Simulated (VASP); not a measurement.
Here is a VASP 6.6.1 calculation.

INCAR

```
SYSTEM = Sn
ALGO     = Normal         ! electronic algorithm
EDIFF    = 1E-7           ! SCF threshold, eV
ENCUT    = 520            ! plane-wave cutoff, eV
ISIF     = 2              ! what is computed and relaxed
ISMEAR   = 1              ! smearing method
LASPH    = .TRUE.         ! aspherical terms in the spheres
LCHARG   = .FALSE.        ! write CHGCAR
LREAL    = .FALSE.        ! projectors in reciprocal space
LWAVE    = .FALSE.        ! write WAVECAR
NBANDS   = 21             ! bands
NELM     = 80             ! most SCF steps
PREC     = Accurate       ! precision mode
SIGMA    = 0.1            ! smearing width, eV
```

KPOINTS

```
k-points
0
G
  10 10 10
  0 0 0
```

POSCAR

```
Sn
1.0
   -2.8396131309      2.8396131309      1.5501120712
    2.8396131309     -2.8396131309      1.5501120712
    2.8396131309      2.8396131309     -1.5501120712
Sn
2
Direct
    0.0000000000      0.0000000000      0.0000000000
    0.7500000000      0.2500000000      0.5000000000
```

Potentials or basis: VASP PAW LDA potentials, release 64 (Sn_d).

Command:

```bash
$ cat potpaw_LDA.64/Sn_d/POTCAR > POTCAR
$ mpirun -np 1 vasp_std > vasp.out
```

**Question.** Estimate the pressure.

**Answer.** 3.1 GPa.

**Question.** Estimate the band gap on the k mesh.

**Answer.** Zero (bands 14 and 15 overlap by 4.24 eV).

Stress tensor (GPa, compression positive):
```
3.42 0.00 0.00
0.00 3.42 0.00
0.00 0.00 2.42
```

Caveat: the cell stands under pressure; spin-orbit coupling is left out, which moves the levels of the heavy elements.
